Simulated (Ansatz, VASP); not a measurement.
# One calculation of Al2Ru, two programs

```
Al Ru
1.0
     0.00000    3.95794    4.35080
     2.33226    0.00000    4.35080
     2.33226    3.95794    0.00000
Al Ru
4 2
Cartesian
  1.1661 0.6243 2.1754
  1.1661 3.3337 2.1754
  2.3323 1.3547 4.3508
  2.3323 6.5612 4.3508
  3.4984 5.9369 6.5262
  2.3323 3.9579 4.3508
```

Alike in both runs: task electric field gradients; functional LDA; k mesh 10 × 10 × 10; occupations gaussian, width 0.01 eV; no spin polarisation.

|  | VASP | Ansatz |
| --- | --- | --- |
| version | VASP 6.6.1 | Ansatz 0.2.0 |
| potentials or method | VASP PAW LDA potentials, release 64 (Al, Ru_pv), cutoff 520 eV | scalar-relativistic, plane waves, PAW |
| valence electrons in the cell | 40 | 44 |

|  | VASP | Ansatz | Ansatz less VASP |
| --- | --- | --- | --- |
| gap on the k mesh at the Fermi level (eV) | 0.08 | 0.08 | +0.001 |
| least direct gap on the mesh (eV) | 1.26 | 1.25 | -0.003 |
| pressure (GPa) | 0.4 | 0.0 | -0.44 |
| traceless stress, the component that is largest in VASP (GPa) | -0.05 | 0.00 | +0.056 |
| rms of the force components (eV/Å) | 0.003 | 0.000 | -0.0033 |
| size of Vzz on the site where it differs most (V/Å²) | 60.2 | 59.1 | -1.12 |

LDA's correlation is that of Perdew and Zunger in VASP and of Perdew and Wang (1992) in Ansatz. Atom by atom the forces differ by 0.003 eV/Å (rms over components). VASP's potentials hold 40 valence electrons a cell and Ansatz's 44, so a difference there can come from the potentials and not from the codes.
